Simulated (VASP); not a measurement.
Lu2Si2O, 5 atoms in the cell. It takes space group P3m1 (No. 156, trigonal). The conventional cell has a = 3.418 Å, b = 3.418 Å, c = 10.532 Å, α = 90.00°, β = 90.00°, γ = 120.00°. Within 2.8 Å of Lu (site symmetry 3m) lie 3 O at 2.10 Å. Within 3.8 Å of Lu (site symmetry 3m) lie 6 Si at 2.91 to 2.92 Å and 6 Lu at 3.42 Å. Si (site symmetry 3m) has 3 Lu at 2.91 Å and 6 Si at 3.42 Å and 3 O at 3.78 Å within 3.8 Å. Si (site symmetry 3m) has 6 Lu at 2.92 to 3.04 Å and 6 Si at 3.42 Å and 3 O at 3.61 Å within 3.8 Å. O (site symmetry 3m) has 3 Lu at 2.10 Å within 2.8 Å. The cell was generated, and may not be a known phase.

| Property | Result |
| --- | --- |
| Program | VASP 6.6.1 |
| Task | single point |
| Functional | PBE |
| Potentials or basis | VASP PAW PBE potentials, release 64 (Lu, Si, O_h) |
| Cutoff | 1340 eV |
| k mesh | 6 × 6 × 4 |
| Occupations | gaussian, width 0.1 eV |
| Spin | no spin polarisation |
| Dipole correction | no |
| Further INCAR settings | ALGO = Normal; EDIFF = 1e-06; NBANDS = 40 |

Potentials or basis: VASP PAW PBE potentials, release 64 (Lu, Si, O_h).

Command:

```bash
$ cat potpaw_PBE.64/Lu/POTCAR potpaw_PBE.64/Si/POTCAR potpaw_PBE.64/O_h/POTCAR > POTCAR
$ mpirun -np 1 vasp_std > vasp.out
```

Hardware: 1 thread of Intel(R) Xeon(R) Platinum 8375C CPU @ 2.90GHz (Ice Lake), with other jobs on the host.

**Question.** Estimate the wall time of this run.

**Answer.** It took 10 min on 1 thread of Intel(R) Xeon(R) Platinum 8375C CPU @ 2.90GHz (Ice Lake), on a shared host, peak memory 0.77 GiB. Counts: scf iterations 16, k points 24.
